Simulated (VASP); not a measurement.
# ZnO (P6_3mc) in VASP: elastic constants with PBE

Aim: the elastic constants of ZnO with PBE.

All numbers are computed with VASP 6.6.1; they aren't measurements. Logs are shortened: lines on timing, memory, paths and dates and some standing lists are left out, and cuts for length are marked.

## Step 1: The cell of the first run

Symmetry: P6_3mc, No. 186, hexagonal system. Conventional cell: a = 3.279 Å, b = 3.279 Å, c = 5.293 Å, α = 90.00°, β = 90.00°, γ = 120.00°. Zn (site symmetry 3m) has 4 O at 2.00 to 2.01 Å within 2.6 Å. O (site symmetry 3m) has 4 Zn at 2.00 to 2.01 Å within 2.6 Å.

## Step 2: Elastic constants, PBE

The input, INCAR:

```
SYSTEM = ZnO
PREC = Accurate
ENCUT = 600
EDIFF = 1E-8
ISMEAR = 0
SIGMA = 0.01
LREAL = .FALSE.
LASPH = .TRUE.
NELM = 120
ALGO = Normal
ISIF = 3
LWAVE = .FALSE.
LCHARG = .TRUE.
GGA = PE
NBANDS = 26
IBRION = 6
NFREE = 2
POTIM = 0.015
NSW = 1
GGA_COMPAT = .FALSE.
KPAR = 4
```

The input, KPOINTS:

```
regular mesh
0
G
  12 12 8
  0 0 0
```

The input, POSCAR:

```
ZnO
1.0
    3.2794401058      0.0000000000      0.0000000000
   -1.6397200529      2.8400784418      0.0000000000
    0.0000000000      0.0000000000      5.2934578093
Zn O
2 2
Direct
    0.3333333333      0.6666666667      0.0015089681
    0.6666666667      0.3333333333      0.5015089681
    0.3333333333      0.6666666667      0.3805910319
    0.6666666667      0.3333333333      0.8805910319
```

Potentials or basis: VASP PAW PBE potentials, release 64 (Zn, O).

Command:

```bash
$ cat potpaw_PBE.64/Zn/POTCAR potpaw_PBE.64/O/POTCAR > POTCAR
$ mpirun -np 4 vasp_std > vasp.out
```

OUTCAR:

```text
SYSTEM = ZnO
   PREC = Accurate
   ENCUT = 600
   EDIFF = 1E-8
   ISMEAR = 0
   LREAL = .FALSE.
   LASPH = .TRUE.
   NELM = 120
   ISIF = 3
   GGA = PE
   IBRION = 6
   NFREE = 2
   POTIM = 0.015
   NSW = 1

 ion  position               nearest neighbor table
   1  0.333  0.667  0.002-   4 2.00   4 2.00   4 2.00   3 2.01
   2  0.667  0.333  0.502-   3 2.00   3 2.00   3 2.00   4 2.01
   3  0.333  0.667  0.381-   2 2.00   2 2.00   2 2.00   1 2.01
   4  0.667  0.333  0.881-   1 2.00   1 2.00   1 2.00   2 2.01

  LATTYP: Found a hexagonal cell.
 ALAT       =     3.2794401058
 C/A-ratio  =     1.6141346201

  Lattice vectors:

 A1 = (   3.2794401058,   0.0000000000,   0.0000000000)
 A2 = (  -1.6397200529,   2.8400784418,   0.0000000000)
 A3 = (   0.0000000000,   0.0000000000,   5.2934578093)

Analysis of symmetry for initial positions (statically):
=====================================================================
 Subroutine PRICEL returns:
 Original cell was already a primitive cell.

 Routine SETGRP: Setting up the symmetry group for a
 hexagonal supercell.

 Subroutine GETGRP returns: Found 12 space group operations
 (whereof  6 operations were pure point group operations)
 out of a pool of 24 trial point group operations.

The static configuration has the point symmetry C_3v.
 The point group associated with its full space group is C_6v.

Analysis of symmetry for dynamics (positions and initial velocities):
=====================================================================
 Subroutine PRICEL returns:
 Original cell was already a primitive cell.

 Routine SETGRP: Setting up the symmetry group for a
 hexagonal supercell.

 Subroutine GETGRP returns: Found 12 space group operations
 (whereof  6 operations were pure point group operations)
 out of a pool of 24 trial point group operations.

The dynamic configuration has the point symmetry C_3v.
 The point group associated with its full space group is C_6v.

 Subroutine INISYM returns: Found 12 space group operations
 (whereof  6 operations are pure point group operations),
 and found     1 'primitive' translations

----------------------------------------------------------------------------------------

                                     Primitive cell

  volume of cell :      49.3026

  direct lattice vectors                    reciprocal lattice vectors
     3.279440106  0.000000000  0.000000000     0.304930100  0.176051475  0.000000000
    -1.639720053  2.840078442  0.000000000     0.000000000  0.352102951  0.000000000
     0.000000000  0.000000000  5.293457809     0.000000000  0.000000000  0.188912434

  length of vectors
     3.279440106  3.279440106  5.293457809     0.352102951  0.352102951  0.188912434

  position of ions in fractional coordinates (direct lattice)
     0.333333333  0.666666667  0.001508968
     0.666666667  0.333333333  0.501508968
     0.333333333  0.666666667  0.380591032
     0.666666667  0.333333333  0.880591032

  ion indices of the primitive-cell ions
   primitive index   ion index
                 1           1
                 2           2
                 3           3
                 4           4

----------------------------------------------------------------------------------------
[... 112 lines left out ...]
 number of electron      36.0000012 magnetization

 Free energy of the ion-electron system (eV)
  ---------------------------------------------------
  ext. energy  EPLUGINS =         0.00000000
  ---------------------------------------------------
  free energy    TOTEN  =       -17.86469798 eV

  energy without entropy =      -17.86469798  energy(sigma->0) =      -17.86469798

------------------------ aborting loop because EDIFF is reached ----------------------------------------

  FORCE on cell =-STRESS in cart. coord.  units (eV):
  Direction    XX          YY          ZZ          XY          YZ          ZX
  --------------------------------------------------------------------------------------
  -------------------------------------------------------------------------------------
  Total        0.2254858      0.2254858      0.2188486      0.0000000      0.0000000      0.0000000
  in kB        7.3275753      7.3275753      7.1118879      0.0000000      0.0000000      0.0000000
  external PRESSURE =       7.2556795 kB  Pullay stress =       0.0000000 kB
[... 95 lines left out ...]
  FREE ENERGIE OF THE ION-ELECTRON SYSTEM (eV)
  ---------------------------------------------------
  free  energy   TOTEN  =       -17.8524120845 eV

  energy  without entropy=      -17.8524120845  energy(sigma->0) =      -17.85241208

[... ionic steps 4 to 18 ...]

--------------------------------------- Ionic step       19  -------------------------------------------

 number of electron      36.0000013 magnetization

------------------------ aborting loop because EDIFF is reached ----------------------------------------
[... 71 lines left out ...]
--------------------------------------- Ionic step       21  -------------------------------------------

 number of electron      36.0000011 magnetization

 Free energy of the ion-electron system (eV)
  ---------------------------------------------------
  ext. energy  EPLUGINS =         0.00000000
  ---------------------------------------------------
  free energy    TOTEN  =       -17.86349186 eV

  energy without entropy =      -17.86349186  energy(sigma->0) =      -17.86349186

 E-fermi :   1.0083     XC(G=0): -10.7254

 val. band max:        0.8918064398   @ k =   0.0000   0.0000   0.0000
 cond. band min:       1.6202554398   @ k =   0.0000   0.0000   0.0000
 fundamental gap:      0.7284490000
 Fermi energy:         1.0082859868

 k-point     1 :       0.0000    0.0000    0.0000
  band No.  band energies     occupation
      1     -16.9248      2.00000
      2     -16.2563      2.00000
      3      -4.6371      2.00000
      4      -4.6371      2.00000
      5      -4.6208      2.00000
      6      -4.4955      2.00000
[... 685 lines left out ...]
     25      14.0960      0.00000
     26      14.6971      0.00000

 [... further k-points ...]
[... 5 lines left out ...]
  --------------------------------------------------------------------------------------
  -------------------------------------------------------------------------------------
  Total        0.1665019      0.1665019      0.3416240      0.0000000      0.0000000      0.0000000
  in kB        5.4107854      5.4107854     11.1016977      0.0000000      0.0000000      0.0000000
  external PRESSURE =       7.3077562 kB  Pullay stress =       0.0000000 kB
[... 19 lines left out ...]
  FREE ENERGIE OF THE ION-ELECTRON SYSTEM (eV)
  ---------------------------------------------------
  free  energy   TOTEN  =       -17.8634918585 eV

  energy  without entropy=      -17.8634918585  energy(sigma->0) =      -17.86349186

 INTERNAL STRAIN TENSORS FROM STRAINED CELLS
 ============================================

 INTERNAL STRAIN TENSOR FOR ION    1 for displacements in x,y,z  (eV/Angst):
          X           Y           Z          XY          YZ          ZX
  --------------------------------------------------------------------------------
  x    -0.00000    -0.00000    -0.00000    -6.27069    -0.00000    -3.94427
  y    -6.28329     6.29330     0.00000     0.00008    -3.94351    -0.00007
  z    -3.97166    -3.97590     7.85799    -0.00062    -0.00024    -0.00005

 INTERNAL STRAIN TENSORS FROM DISPLACED ATOMS
 ============================================

 INTERNAL STRAIN TENSOR FOR ION    1 for displacements in x,y,z  (eV/Angst):
          X           Y           Z          XY          YZ          ZX
  --------------------------------------------------------------------------------
  x     0.00000     0.00000     0.00000    -6.26352     0.00000    -3.95258
  y    -6.26352     6.26352     0.00000     0.00000    -3.95259    -0.00000
  z    -3.94140    -3.94140     7.85103     0.00000     0.00000     0.00000

 INTERNAL STRAIN TENSOR FOR ION    4 for displacements in x,y,z  (eV/Angst):
          X           Y           Z          XY          YZ          ZX
  --------------------------------------------------------------------------------
  x     0.00000     0.00000     0.00000     7.25839     0.00000     3.94506
  y     7.25839    -7.25839     0.00000     0.00000     3.94507    -0.00000
  z     3.95173     3.95173    -7.78251     0.00000     0.00000     0.00000

 Eigenvectors and eigenvalues of the dynamical matrix
 ----------------------------------------------------

   1 f  =   15.427362 THz    96.932976 2PiTHz  514.601413 cm-1    63.802415 meV
             X         Y         Z           dx          dy          dz
     -0.000000  1.893386  0.007988     0.000000    0.000000    0.082751
      1.639720  0.946693  2.654717    -0.000000   -0.000000   -0.082751
     -0.000000  1.893386  2.014643     0.000000    0.000000   -0.702248
      1.639720  0.946693  4.661371    -0.000000   -0.000000    0.702248
[... 71 lines left out ...]
  12 f/i=    0.007427 THz     0.046666 2PiTHz    0.247742 cm-1     0.030716 meV
             X         Y         Z           dx          dy          dz
     -0.000000  1.893386  0.007988    -0.633217   -0.021934    0.000000
      1.639720  0.946693  2.654717    -0.633217   -0.021934    0.000000
     -0.000000  1.893386  2.014643    -0.313748   -0.010868    0.000000
      1.639720  0.946693  4.661371    -0.313748   -0.010868    0.000000

--------------------------------------------------------------------------------------------------------

 ELASTIC MODULI CONTR FROM IONIC RELAXATION (kBar)
 Direction    XX          YY          ZZ          XY          YZ          ZX
 --------------------------------------------------------------------------------
 XX        -595.7740    253.4009    339.0626     -0.0000      0.0000     -0.0000
 YY         253.4009   -595.7740    339.0626      0.0000      0.0000      0.0000
 ZZ         339.0626    339.0626   -671.5681     -0.0000     -0.0000     -0.0000
 XY          -0.0000      0.0000     -0.0000   -424.5874     -0.0000     -0.0000
 YZ           0.0000     -0.0000     -0.0000     -0.0000   -153.3360      0.0000
 ZX          -0.0000      0.0000     -0.0000     -0.0000      0.0000   -153.3352
 --------------------------------------------------------------------------------

 TOTAL ELASTIC MODULI (kBar)
 Direction    XX          YY          ZZ          XY          YZ          ZX
 --------------------------------------------------------------------------------
 XX        1887.1247   1102.9690    955.0311     -0.0000      0.0000     -0.0000
 YY        1102.9690   1887.1247    955.0311      0.0000      0.0000      0.0000
 ZZ         955.0311    955.0311   2009.1332     -0.0000     -0.0000     -0.0000
 XY          -0.0000      0.0000     -0.0000    392.0778     -0.0000     -0.0000
 YZ           0.0000     -0.0000     -0.0000     -0.0000    357.6786      0.0000
 ZX          -0.0000      0.0000     -0.0000     -0.0000      0.0000    357.6792
 --------------------------------------------------------------------------------
```

Wall time 19 min (4 MPI ranks of AMD EPYC 9R45 (Zen 5), shared host); peak memory 1.2 GiB.

Results:

```yaml
Voigt_bulk_modulus: 131 GPa
Highest_phonon_frequency_at_Γ_LO-TO_splitting_left_out: 515 cm⁻¹
```

Phonon frequencies in cm⁻¹ (negative: imaginary):
```
              q point                              frequencies
(0.000, 0.000, 0.000)  0 0 0 90 90 248 354 374 374 404 404 515
```

Elastic tensor in Voigt notation (GPa, in the Cartesian axes of the cell as first typed):
```
189 110  96   0   0   0
110 189  96   0   0   0
 96  96 201   0   0   0
  0   0   0  36   0   0
  0   0   0   0  36   0
  0   0   0   0   0  39
```

Clamped-ion elastic tensor (GPa):
```
248  85  62   0   0   0
 85 248  62   0   0   0
 62  62 268   0   0   0
  0   0   0  51   0   0
  0   0   0   0  51   0
  0   0   0   0   0  82
```
